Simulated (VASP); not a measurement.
Write the native input for VASP 6.6.1 that does the following.

* Task: single point
* Functional: PBE
* Potentials or basis: VASP PAW PBE potentials, release 64 (Cu)
* Cutoff: 520 eV
* k mesh: 11 × 11 × 11
* Occupations: gaussian, width 0.011 eV
* Spin: no spin polarisation
* Dipole correction: no
* Further INCAR settings: ALGO = Normal; EDIFF = 1e-06; NBANDS = 18

The structure of Cu lies in POSCAR:

```
Cu
1.0
    1.2184636900     -3.9763780104      0.0000000000
    1.2184636900      3.9763780104      0.0000000000
    0.0000000000      0.0000000000      2.4754955235
Cu
2
Direct
    0.8661333500      0.1338666500      0.7500000000
    0.1338666500      0.8661333500      0.2500000000
```

These files were run (other wordings do the same):

INCAR

```
PREC = Accurate
ENCUT = 520
EDIFF = 1E-6
ISMEAR = 0
SIGMA = 0.011
LREAL = F
LASPH = T
NELM = 100
ALGO = Normal
ISIF = 2
LWAVE = F
LCHARG = F
GGA = PE
NBANDS = 18
```

KPOINTS

```
regular mesh
0
Gamma
  11 11 11
```

Potentials or basis: VASP PAW PBE potentials, release 64 (Cu).

Run with:

```console
$ cat potpaw_PBE.64/Cu/POTCAR > POTCAR
$ mpirun -np 1 vasp_std > vasp.out
```

It gave:

The pressure is 7.1 GPa and the largest force is 0.049 eV/Å. The band gap on the k mesh is zero (bands 11 and 12 overlap by 5.47 eV).

Caveat: the cell stands under pressure.

Run time: 2.5 min on 1 thread of AMD EPYC 7R13, on a shared host, peak memory 0.18 GiB.
